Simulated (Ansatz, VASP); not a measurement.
**One calculation of SiO2, two programs**

```
Si O
1.0
     4.23554    0.00000    0.00000
     0.00000    4.23554    0.00000
     0.00000    0.00000    2.69078
Si O
2 4
Cartesian
  2.1178 2.1178 1.3454
  0.0000 0.0000 0.0000
  0.8177 3.4178 1.3454
  1.3000 1.3000 0.0000
  3.4178 0.8177 1.3454
  2.9355 2.9355 0.0000
```

Change from the starting cell: the structure that the rattled cell fell into.

Alike in both runs: functional PBE; k mesh 6 × 6 × 8; occupations gaussian, width 0.02 eV; no spin polarisation.

Ansatz relaxed the structure, and its values are those at the end. VASP's run is a single point on that final structure, the one shown.

```csv
,VASP,Ansatz
version,VASP 6.6.1,Ansatz 0.2.0
potentials or method,"VASP PAW PBE potentials, release 64 (Si, O), cutoff 520 eV","scalar-relativistic, plane waves, PAW"
valence electrons in the cell,32,32
```

Ansatz gave:

| Property | Result |
| --- | --- |
| gap on the k mesh at the Fermi level (eV) | 5.04 |
| least direct gap on the mesh (eV) | 5.04 |
| pressure (GPa) | 0.0 |
| rms of the force components (eV/Å) | 0.003 |

Problem. What did VASP give for the same quantities?

Solution. gap on the k mesh at the Fermi level (eV): 5.02; least direct gap on the mesh (eV): 5.02; pressure (GPa): 0.1; rms of the force components (eV/Å): 0.006.
